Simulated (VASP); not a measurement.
# ZnO (sol) (P6_3mc) in VASP: notebook

ZnO (sol) is run at these levels: PBEsol; tasks: single point.

All numbers are computed with VASP 6.6.1; they aren't measurements. Logs are shortened: lines on timing, memory, paths and dates and some standing lists are left out, and cuts for length are marked.

**What was measured.**

“Electronic structure of alkaline earth and post-transition metal oxides”, 2009, arxiv:0908.1581 quotes, for a bulk crystal of ZnO: band gap 3.37 eV.

How close the calculation comes is told below.

**1. The cell of the first run**

Symmetry: P6_3mc, No. 186, hexagonal system. Conventional cell: a = 3.249 Å, b = 3.249 Å, c = 5.204 Å, α = 90.00°, β = 90.00°, γ = 120.00°. Within 2.6 Å of Zn (site symmetry 3m) lie 4 O at 1.97 to 1.99 Å. Within 2.6 Å of O (site symmetry 3m) lie 4 Zn at 1.97 to 1.99 Å.

**2. Single point, PBEsol**

File INCAR:

```
ALGO = Normal ; EDIFF = 1E-6
ENCUT = 520 ; GGA = PS
ISIF = 2 ; ISMEAR = 0
LASPH = T ; LCHARG = F
LREAL = F ; LWAVE = F
NBANDS = 26 ; NELM = 80
PREC = Accurate ; SIGMA = 0.1
```

File KPOINTS:

```
k-points
0
Gamma
  6 6 4
```

File POSCAR:

```
ZnO
1.0
    3.2494000000      0.0000000000      0.0000000000
   -1.6247000000      2.8140629500      0.0000000000
    0.0000000000      0.0000000000      5.2038000000
Zn O
2 2
Direct
    0.3333333300      0.6666666700      0.0000000000
    0.6666666700      0.3333333300      0.5000000000
    0.3333333300      0.6666666700      0.3830000000
    0.6666666700      0.3333333300      0.8830000000
```

Potentials or basis: VASP PAW PBE potentials, release 64 (Zn, O).

Launch:

```sh
cat potpaw_PBE.64/Zn/POTCAR potpaw_PBE.64/O/POTCAR > POTCAR
mpirun -np 1 vasp_std > vasp.out
```

OUTCAR:

```text
EDIFF = 1E-6
   ENCUT = 520
   GGA = PS
   ISIF = 2
   ISMEAR = 0
   LASPH = T
   LREAL = F
   NELM = 80
   PREC = Accurate

 ion  position               nearest neighbor table
   1  0.333  0.667  0.000-   4 1.97   4 1.97   4 1.97   3 1.99
   2  0.667  0.333  0.500-   3 1.97   3 1.97   3 1.97   4 1.99
   3  0.333  0.667  0.383-   2 1.97   2 1.97   2 1.97   1 1.99
   4  0.667  0.333  0.883-   1 1.97   1 1.97   1 1.97   2 1.99

  LATTYP: Found a hexagonal cell.
 ALAT       =     3.2494000000
 C/A-ratio  =     1.6014648858

  Lattice vectors:

 A1 = (   3.2494000000,   0.0000000000,   0.0000000000)
 A2 = (  -1.6247000000,   2.8140629500,   0.0000000000)
 A3 = (   0.0000000000,   0.0000000000,   5.2038000000)

Analysis of symmetry for initial positions (statically):
=====================================================================
 Subroutine PRICEL returns:
 Original cell was already a primitive cell.

 Routine SETGRP: Setting up the symmetry group for a
 hexagonal supercell.

 Subroutine GETGRP returns: Found 12 space group operations
 (whereof  6 operations were pure point group operations)
 out of a pool of 24 trial point group operations.

The static configuration has the point symmetry C_3v.
 The point group associated with its full space group is C_6v.

Analysis of symmetry for dynamics (positions and initial velocities):
=====================================================================
 Subroutine PRICEL returns:
 Original cell was already a primitive cell.

 Routine SETGRP: Setting up the symmetry group for a
 hexagonal supercell.

 Subroutine GETGRP returns: Found 12 space group operations
 (whereof  6 operations were pure point group operations)
 out of a pool of 24 trial point group operations.

The dynamic configuration has the point symmetry C_3v.
 The point group associated with its full space group is C_6v.

 Subroutine INISYM returns: Found 12 space group operations
 (whereof  6 operations are pure point group operations),
 and found     1 'primitive' translations

----------------------------------------------------------------------------------------

                                     Primitive cell

  volume of cell :      47.5836

  direct lattice vectors                    reciprocal lattice vectors
     3.249400000  0.000000000  0.000000000     0.307749123  0.177679039  0.000000000
    -1.624700000  2.814062950  0.000000000     0.000000000  0.355358078  0.000000000
     0.000000000  0.000000000  5.203800000     0.000000000  0.000000000  0.192167262

  length of vectors
     3.249400000  3.249400003  5.203800000     0.355358078  0.355358078  0.192167262

  position of ions in fractional coordinates (direct lattice)
     0.333333330  0.666666670  0.000000000
     0.666666670  0.333333330  0.500000000
     0.333333330  0.666666670  0.383000000
     0.666666670  0.333333330  0.883000000

  ion indices of the primitive-cell ions
   primitive index   ion index
                 1           1
                 2           2
                 3           3
                 4           4

----------------------------------------------------------------------------------------

 KPOINTS: k-points

Automatic generation of k-mesh.
 Grid dimensions read from file:
 generate k-points for:    6    6    4

 Generating k-lattice:

  Cartesian coordinates                     Fractional coordinates (reciprocal lattice)
     0.051291520  0.029613173  0.000000000     0.166666667  0.000000000  0.000000000
     0.000000000  0.059226346  0.000000000     0.000000000  0.166666667  0.000000000
     0.000000000  0.000000000  0.048041816     0.000000000  0.000000000  0.250000000

  Length of vectors
     0.059226346  0.059226346  0.048041816

  Shift w.r.t. Gamma in fractional coordinates (k-lattice)
     0.000000000  0.000000000  0.000000000

 Subroutine IBZKPT returns following result:
 ===========================================

 Found     21 irreducible k-points:

 Following reciprocal coordinates:
            Coordinates               Weight
  0.000000  0.000000  0.000000      1.000000
  0.166667  0.000000  0.000000      6.000000
  0.333333  0.000000  0.000000      6.000000
  0.500000  0.000000  0.000000      3.000000
  0.166667  0.166667  0.000000      6.000000
  0.333333  0.166667  0.000000     12.000000
[... 13 lines left out ...]
  0.333333  0.166667  0.500000     12.000000
  0.333333  0.333333  0.500000      2.000000
   k-points           NKPTS =     21   k-points in BZ     NKDIM =     21   number of bands    NBANDS=     26
   number of dos      NEDOS =    301   number of ions     NIONS =      4
   total plane-waves  NPLWV =  23040
   dimension x,y,z NGX =    24 NGY =   24 NGZ =   40
   dimension x,y,z NGXF=    48 NGYF=   48 NGZF=   80
   ions per type =               2   2
   NGX,Y,Z   is equivalent  to a cutoff of  12.28, 12.28, 12.78 a.u.
   NGXF,Y,Z  is equivalent  to a cutoff of  24.56, 24.56, 25.56 a.u.
 SYSTEM =  unknown system
   PREC   = accura    normal or accurate (medium, high low for compatibility)
   ISTART =      0    job   : 0-new  1-cont  2-samecut
   ICHARG =      2    charge: 1-file 2-atom 10-const
   ISPIN  =      1    spin polarized calculation?
   LNONCOLLINEAR =      F non collinear calculations
   LSORBIT =      F    spin-orbit coupling
   LASPH  =      T    aspherical Exc in radial PAW
   ENCUT  =  520.0 eV  38.22 Ry    6.18 a.u.   6.04  6.04  9.68*2*pi/ulx,y,z
   NELM   =     80;   NELMIN=  2; NELMDL= -5     # of ELM steps
   EDIFF  = 0.1E-05   stopping-criterion for ELM
   LREAL  =      F    real-space projection
[... 7 lines left out ...]
   TEBEG  =    0.0;   TEEND  =   0.0 temperature during run
   PSTRESS=    0.0 pullay stress
   NELECT =      36.0000    total number of electrons
   NUPDOWN=      -1.0000    fix difference up-down
   EMIN   =  10.00;   EMAX   =-10.00  energy-range for DOS
   EFERMI =   0.00;   METHOD = LEGACY
   ISMEAR =     0;   SIGMA  =   0.10  broadening in eV -4-tet -1-fermi 0-gaus
   EFERMI_NEDOS =   21; number of points for ismear=-14 and -15
   IALGO  =     38    algorithm
   IMIX   =      4    mixing-type and parameters
     AMIX     =   0.40;   BMIX     =  1.00
     AMIX_MAG =   1.60;   BMIX_MAG =  1.00
  volume/ion in A,a.u.               =      11.90        80.28
  Fermi-wavevector in a.u.,A,eV,Ry     =   1.491729  2.818958 30.276420  2.225254
  Thomas-Fermi vector in A             =   2.604347
   LORBIT       =      0    0 simple, 1 ext, 2 COOP (PROOUT), +10 PAW based schemes
   GGA     = PS    functional components
   LHFCALC =     F    Hartree Fock is set to
   AEXX    =    0.0000 exact exchange contribution
   IVDW    =     0    specifies the selected vdW correction
   LEPSILON=     F    determine dielectric tensor
   LRPA    =     F    only Hartree local field effects (RPA)
 non-spin polarized calculation
 Gauss-broadening in eV      SIGMA  =   0.10
  energy-cutoff  :      520.00
  volume of cell :       47.58
 maximum number of plane-waves:      1302
   NGX = 13   NGY = 13   NGZ = 19

 number of electron      36.0000016 magnetization

 Free energy of the ion-electron system (eV)
  ---------------------------------------------------
  ext. energy  EPLUGINS =         0.00000000
  ---------------------------------------------------
  free energy    TOTEN  =       -19.40795756 eV

  energy without entropy =      -19.40795755  energy(sigma->0) =      -19.40795756

 E-fermi :   1.4046     XC(G=0): -11.1864

 val. band max:        1.0580503092   @ k =   0.0000   0.0000   0.0000
 cond. band min:       1.7414159381   @ k =   0.0000   0.0000   0.0000
 fundamental gap:      0.6833656288
 Fermi energy:         1.4046348128

 k-point     1 :       0.0000    0.0000    0.0000
  band No.  band energies     occupation
      1     -16.9880      2.00000
      2     -16.2388      2.00000
      3      -4.6749      2.00000
      4      -4.6749      2.00000
      5      -4.6281      2.00000
      6      -4.5726      2.00000
[... 18 lines left out ...]
     25      15.0397      0.00000
     26      15.0398      0.00000

 k-point     2 :       0.1667    0.0000    0.0000
  band No.  band energies     occupation
      1     -16.8381      2.00000
      2     -16.1752      2.00000
      3      -4.8342      2.00000
      4      -4.5881      2.00000
      5      -4.5527      2.00000
      6      -4.4751      2.00000
[... 18 lines left out ...]
     25      14.9756      0.00000
     26      15.2738      0.00000

 k-point     3 :       0.3333    0.0000    0.0000
  band No.  band energies     occupation
      1     -16.4997      2.00000
      2     -16.0696      2.00000
      3      -4.9986      2.00000
      4      -4.6379      2.00000
      5      -4.4435      2.00000
      6      -4.2386      2.00000
[... 18 lines left out ...]
     25      14.3856      0.00000
     26      15.0245      0.00000

 k-point     4 :       0.5000    0.0000    0.0000
  band No.  band energies     occupation
      1     -16.2841      2.00000
      2     -16.0544      2.00000
      3      -4.9101      2.00000
      4      -4.7539      2.00000
      5      -4.3943      2.00000
      6      -4.0396      2.00000
[... 18 lines left out ...]
     25      14.1978      0.00000
     26      15.1674      0.00000

 k-point     5 :       0.1667    0.1667    0.0000
  band No.  band energies     occupation
      1     -16.5923      2.00000
      2     -16.0911      2.00000
      3      -4.8901      2.00000
      4      -4.6604      2.00000
      5      -4.4135      2.00000
      6      -4.4133      2.00000
[... 18 lines left out ...]
     25      13.5218      0.00000
     26      16.1069      0.00000

 k-point     6 :       0.3333    0.1667    0.0000
  band No.  band energies     occupation
      1     -16.2927      2.00000
      2     -16.0498      2.00000
      3      -4.8067      2.00000
      4      -4.5718      2.00000
      5      -4.3982      2.00000
      6      -4.1831      2.00000
[... 340 lines left out ...]
 k-point    18 :       0.5000    0.0000    0.5000
  band No.  band energies     occupation
      1     -16.1594      2.00000
      2     -16.1594      2.00000
      3      -5.1155      2.00000
      4      -5.1155      2.00000
      5      -4.1742      2.00000
      6      -4.1742      2.00000
[... 18 lines left out ...]
     25      14.6520      0.00000
     26      14.6520      0.00000

 k-point    19 :       0.1667    0.1667    0.5000
  band No.  band energies     occupation
      1     -16.3397      2.00000
      2     -16.3397      2.00000
      3      -5.0286      2.00000
      4      -5.0286      2.00000
      5      -4.4478      2.00000
      6      -4.4478      2.00000
[... 18 lines left out ...]
     25      14.3787      0.00000
     26      14.3787      0.00000

 k-point    20 :       0.3333    0.1667    0.5000
  band No.  band energies     occupation
      1     -16.1617      2.00000
      2     -16.1617      2.00000
      3      -4.9698      2.00000
      4      -4.9698      2.00000
      5      -4.3126      2.00000
      6      -4.3126      2.00000
[... 18 lines left out ...]
     25      15.1182      0.00000
     26      15.1182      0.00000

 k-point    21 :       0.3333    0.3333    0.5000
  band No.  band energies     occupation
      1     -16.1033      2.00000
      2     -16.1033      2.00000
      3      -4.7094      2.00000
      4      -4.7094      2.00000
      5      -4.4555      2.00000
      6      -4.4555      2.00000
[... 18 lines left out ...]
     25      16.6041      0.00000
     26      16.6049      0.00000

------------------------ aborting loop because EDIFF is reached ----------------------------------------

  FORCE on cell =-STRESS in cart. coord.  units (eV):
  Direction    XX          YY          ZZ          XY          YZ          ZX
  --------------------------------------------------------------------------------------
  -------------------------------------------------------------------------------------
  Total       -0.1743707     -0.1743707     -0.1898457      0.0000000      0.0000000      0.0000000
  in kB       -5.8711956     -5.8711956     -6.3922492      0.0000000      0.0000000      0.0000000
  external PRESSURE =      -6.0448801 kB  Pullay stress =       0.0000000 kB

 VOLUME and BASIS-vectors are now :
 -----------------------------------------------------------------------------
  energy-cutoff  :      520.00
  volume of cell :       47.58
      direct lattice vectors                 reciprocal lattice vectors
     3.249400000  0.000000000  0.000000000     0.307749123  0.177679039  0.000000000
    -1.624700000  2.814062950  0.000000000     0.000000000  0.355358078  0.000000000
     0.000000000  0.000000000  5.203800000     0.000000000  0.000000000  0.192167262

 POSITION                                       TOTAL-FORCE (eV/Angst)
 -----------------------------------------------------------------------------------
     -0.00000      1.87604      0.00000         0.000000      0.000000      0.063523
      1.62470      0.93802      2.60190        -0.000000      0.000000      0.063523
     -0.00000      1.87604      1.99306         0.000000      0.000000     -0.063523
      1.62470      0.93802      4.59496        -0.000000      0.000000     -0.063523
 -----------------------------------------------------------------------------------
    total drift:                               -0.000016      0.000009     -0.000743

  FREE ENERGIE OF THE ION-ELECTRON SYSTEM (eV)
  ---------------------------------------------------
  free  energy   TOTEN  =       -19.4079575635 eV

  energy  without entropy=      -19.4079575541  energy(sigma->0) =      -19.40795756
```

Run time: 13 s. Hardware: 1 thread of Intel Xeon Platinum 8488C (Sapphire Rapids), shared host; peak memory 0.16 GiB.

Results:

| Property | Result |
| --- | --- |
| Free energy | -19.4080 eV |
| Pressure | -0.6 GPa |
| Largest force | 0.064 eV/Å |
| Band gap on the k mesh | 0.68 eV, direct |

Forces on the atoms (eV/Å):
```
Zn   0.000  0.000  0.064
Zn   0.000  0.000  0.064
O    0.000  0.000 -0.064
O    0.000  0.000 -0.064
```

Levels at points of the mesh, in eV from the valence-band top:
```
           k point  band 16  band 17  band 18  band 19  band 20  band 21
(0.00, 0.00, 0.00)    -0.10     0.00     0.00     0.68     5.07     8.12
(0.50, 0.00, 0.00)    -2.30    -1.29    -0.88     5.68     6.70     7.49
(0.00, 0.00, 0.50)    -0.39    -0.39    -0.39     3.37     3.37     9.94
(0.50, 0.00, 0.50)    -1.55    -1.36    -1.36     5.58     5.58     8.35
```

Caveat: the PAW data sets were made with another functional, which shifts forces and pressure a little.

**3. Single point, PBEsol**

This run uses another cell than the first one, of 11.79 Å³/atom, 0.991 times its volume.

File INCAR:

```
  ALGO = Normal
  EDIFF = 1E-6
  ENCUT = 520
  GGA = PS
  ISIF = 2
  ISMEAR = 0
  LASPH = T
  LCHARG = F
  LREAL = F
  LWAVE = F
  NBANDS = 26
  NELM = 60
  PREC = Accurate
  SIGMA = 0.02
```

File KPOINTS:

```
k-points
0
Gamma
  9 9 6
```

File POSCAR:

```
ZnO
1.0
    3.2309721144      0.0000000000      0.0000000000
   -1.6154860572      2.7981039300      0.0000000000
    0.0000000000      0.0000000000      5.2154103292
Zn O
2 2
Direct
    0.3333333333      0.6666666667      0.0020260004
    0.6666666667      0.3333333333      0.5020260004
    0.3333333333      0.6666666667      0.3809739996
    0.6666666667      0.3333333333      0.8809739996
```

Potentials or basis: VASP PAW PBE potentials, release 64 (Zn, O).

Launch:

```sh
cat potpaw_PBE.64/Zn/POTCAR potpaw_PBE.64/O/POTCAR > POTCAR
mpirun -np 1 vasp_std > vasp.out
```

Wall time 24 s (1 thread of Intel Xeon Platinum 8488C (Sapphire Rapids), shared host); peak memory 0.18 GiB.

Results (log left out):

| Item | Value |
| --- | --- |
| Free energy | -19.4107 eV |
| Pressure | 0.6 GPa |
| Band gap on the k mesh | 0.69 eV, direct |

Levels at points of the mesh, in eV from the valence-band top:
```tsv
k point	band 15	band 16	band 17	band 18	band 19	band 20	band 21	band 22
(0.00, 0.00, 0.00)	-0.81	-0.09	0.00	0.00	0.69	5.15	8.10	12.83
(0.00, 0.00, 0.50)	-0.40	-0.40	-0.40	-0.40	3.38	3.38	9.95	9.95
```

Caveat: the PAW data sets were made with another functional, which shifts forces and pressure a little.

**4. How close it comes**

Step 2. Measured gap of ZnO: 3.37 eV (quoted in “Electronic structure of alkaline earth and post-transition metal oxides”, 2009, arxiv:0908.1581). This calculation gives 0.68 eV (-2.69 eV). So large a miss can be the level of theory's own, or it may mean another phase, state or a wrong row. The value is that of PBEsol, without temperature or zero-point motion. Semilocal functionals fall short of measured gaps as a rule.

Step 3. Measured gap of ZnO: 3.37 eV (quoted in “Electronic structure of alkaline earth and post-transition metal oxides”, 2009, arxiv:0908.1581). This calculation gives 0.69 eV (-2.68 eV). So large a miss can be the level of theory's own, or it may mean another phase, state or a wrong row. The value is that of PBEsol, without temperature or zero-point motion. Semilocal functionals fall short of measured gaps as a rule.
